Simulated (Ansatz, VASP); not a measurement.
Co in VASP and in Ansatz

INCAR

```
SYSTEM = Co
PREC = Accurate
ENCUT = 600
EDIFF = 1E-6
ISMEAR = -1
SIGMA = 0.1
LREAL = .False.
LASPH = .True.
NELM = 60
ALGO = Normal
ISIF = 3
LWAVE = .False.
LCHARG = .False.
GGA = B5
ALDAX = 1.0
AGGAX = 1.0
AGGAC = 1.0
ALDAC = 0.0
IBRION = 2
NSW = 80
EDIFFG = -0.01
```

KPOINTS

```
Automatic mesh
0
Gamma
  15 15 15
  0 0 0
```

File POSCAR:

```
Co
1.0
    0.0000000000      1.7691019796      1.7691019796
    1.7691019796      0.0000000000      1.7691019796
    1.7691019796      1.7691019796      0.0000000000
Co
1
Direct
    0.0000000000      0.0000000000      0.0000000000
```

Input for Ansatz:

```yaml
crystal:
  lattice:
    - [0.0, 1.7691019796, 1.7691019796]
    - [1.7691019796, 0.0, 1.7691019796]
    - [1.7691019796, 1.7691019796, 0.0]
  atoms:
    - { symbol: Co, position: [0.0, 0.0, 0.0] }
hamiltonian:
  xc: blyp
  pseudopotentials:
    kind: paw
    azcp:
      Co: "pseudopotentials/Co.paw.azcp"
basis:
  ecutwfc: 420
  fft_grid_basis: typed
kpoints:
  mp_grid: { grid: [15, 15, 15], shift: [0, 0, 0] }
magnetization:
  spin_polarized: false
scf:
  occupations: { method: fermi_dirac, width: 0.1 }
relax:
  max_steps: 60
  f_tol: 0.01
  cell: {}
```

Alike in both runs: task relaxation of cell and atoms; functional BLYP; k mesh 15 × 15 × 15; occupations fermi-dirac, width 0.1 eV; no spin polarisation.

```csv
,VASP,Ansatz
version,VASP 6.6.1,Ansatz 0.2.0
potentials or method,"VASP PAW PBE potentials, release 64 (Co), cutoff 600 eV","plane waves (420 eV) with PAW, scalar-relativistic"
valence electrons in the cell,9,17
```

Ansatz gave:

| Item | Value |
| --- | --- |
| relaxed volume (Å³/atom) | 10.80 |
| relaxed cell length with the largest relative difference (Å) | 2.481 |

Task: Which values does VASP return?

Result: Relaxed volume (Å³/atom): 10.79; relaxed cell length with the largest relative difference (Å): 2.480.

VASP's potentials were made for PBE, not for BLYP. VASP's potentials hold 9 valence electrons a cell and Ansatz's 17, so a difference there can come from the potentials and not from the codes.
